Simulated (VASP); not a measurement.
Here is a VASP 6.6.1 calculation.

The input INCAR:

```
ALGO = Normal
EDIFF = 1E-6
EDIFFG = -0.02
ENCUT = 600
GGA = PE
IBRION = 2
ISIF = 3
ISMEAR = -1
LASPH = T
LCHARG = F
LREAL = F
LWAVE = F
NELM = 100
NSW = 80
PREC = Accurate
PSTRESS = 300.0
SIGMA = 0.05
```

The input KPOINTS:

```
k-points
0
Gamma
  8 8 8
```

The input POSCAR:

```
Ca
1.0
    0.0000000000      2.7942000000      2.7942000000
    2.7942000000      0.0000000000      2.7942000000
    2.7942000000      2.7942000000      0.0000000000
Ca
1
Direct
    0.0000000000      0.0000000000      0.0000000000
```

Potentials or basis: VASP PAW PBE potentials, release 64 (Ca_sv).

The run is started by

```console
$ cat potpaw_PBE.64/Ca_sv/POTCAR > POTCAR
$ mpirun -np 1 vasp_std > vasp.out
```

Predict the relaxed cell.

a = 3.150 Å, b = 3.150 Å, c = 3.150 Å, α = 60.00°, β = 60.00°, γ = 60.00°.

Predict the band gap on the k mesh.

zero (bands 5 and 6 overlap by 0.16 eV).

Estimate the relaxed volume.

22.09 Å³/atom.

The path:
```
step  energy change (eV)  largest force (eV/Å)  pressure (GPa)  volume (Å³)
   1              0.0000                0.0000           -0.55        43.63
   2              7.2412                0.0000          182.18         9.36
   3              0.8922                0.0000           23.37        24.04
   4              1.2076                0.0000           29.84        22.14
   5              1.2713                0.0000           31.06        21.80
   6              1.1934                0.0000           29.57        22.21
   7              1.2157                0.0000           30.00        22.09
```

Caveat: the cell is relaxed towards a set pressure, so the run minimises the enthalpy, not the energy; the volume moved by over 15 % at a fixed basis, so the end points are rough.
